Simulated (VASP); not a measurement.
Write the native input for VASP 6.6.1 that does the following.

- Task: single point
- Functional: BLYP
- Potentials or basis: VASP PAW PBE potentials, release 64 (Ga_d)
- Cutoff: 520 eV
- k mesh: 20 × 20 × 20
- Occupations: fermi-dirac, width 0.1 eV
- Spin: no spin polarisation
- Dipole correction: no
- Further INCAR settings: ALGO = Normal; EDIFF = 1e-07; NBANDS = 12

The structure of Ga lies in POSCAR:

```
Ga
1.0
    0.0000000000      2.1502553606      2.1502553606
    2.1502553606      0.0000000000      2.1502553606
    2.1502553606      2.1502553606      0.0000000000
Ga
1
Direct
    0.0000000000      0.0000000000      0.0000000000
```

This isn't the form of Ga at room conditions, which is orthorhombic.

These files were run (other wordings do the same):

INCAR

```
AGGAC = 1.0
AGGAX = 1.0
ALDAC = 0.0
ALDAX = 1.0
ALGO = Normal
EDIFF = 1E-7
ENCUT = 520
GGA = B5
ISIF = 2
ISMEAR = -1
LASPH = T
LCHARG = F
LREAL = F
LWAVE = F
NBANDS = 12
NELM = 80
PREC = Accurate
SIGMA = 0.1
```

KPOINTS

```
k-points
0
Gamma
  20 20 20
```

Potentials or basis: VASP PAW PBE potentials, release 64 (Ga_d).

Run with:

```bash
$ cat potpaw_PBE.64/Ga_d/POTCAR > POTCAR
$ mpirun -np 1 vasp_std > vasp.out
```

Results of the run:

The pressure is 3.1 GPa and the band gap on the k mesh is zero (an odd number of electrons rules out a gap without spin polarisation).

Caveat: the cell stands under pressure; the PAW data sets were made with another functional, which shifts forces and pressure a little.

Wall time 31 s on 1 thread of Intel Xeon 6455B (shared host), peak memory 0.18 GiB.
